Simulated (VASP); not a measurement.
Input of a VASP 6.6.1 run:

File INCAR:

```
SYSTEM = Ca
ALGO = Normal ; DIPOL = 0.5 0.5 0.500
EDIFF = 1E-6 ; EDIFFG = -0.02
ENCUT = 520 ; GGA = PE
IBRION = 2 ; IDIPOL = 3
ISIF = 2 ; ISMEAR = 0
LASPH = .TRUE. ; LCHARG = .FALSE.
LDIPOL = .TRUE. ; LREAL = .FALSE.
LWAVE = .FALSE. ; NELM = 60
NSW = 80 ; PREC = Accurate
SIGMA = 0.1
```

KPOINTS

```
k-points
0
G
  9 9 1
  0 0 0
```

File POSCAR:

```
Ca
1.0
    3.9066182651      0.0000000000      0.0000000000
   -1.9533091326      3.3832306605      0.0000000000
    0.0000000000      0.0000000000     27.7589618259
Ca
5
Direct
    0.6666666667      0.3333333333      0.2701830150
    0.3333333333      0.6666666667      0.3850915075
    0.0000000000      0.0000000000      0.5000000000
    0.6666666667      0.3333333333      0.6149084925
    0.3333333333      0.6666666667      0.7298169850
```

Potentials or basis: VASP PAW PBE potentials, release 64 (Ca_sv).

The run is started by

```sh
$ cat potpaw_PBE.64/Ca_sv/POTCAR > POTCAR
$ mpirun -np 1 vasp_std > vasp.out
```

Problem. Predict the energy gained by relaxing.

Solution. 0.7 meV/atom.

Problem. What does it give for the band gap on the k mesh?

Solution. Zero (bands 25 and 26 overlap by 0.22 eV).

The path:
```csv
step,energy change (eV),largest force (eV/Å),pressure (GPa)
1,0.0000,0.0635,-0.05
2,-0.0007,0.0589,-0.04
3,-0.0024,0.0442,-0.03
4,-0.0037,0.0166,-0.01
```
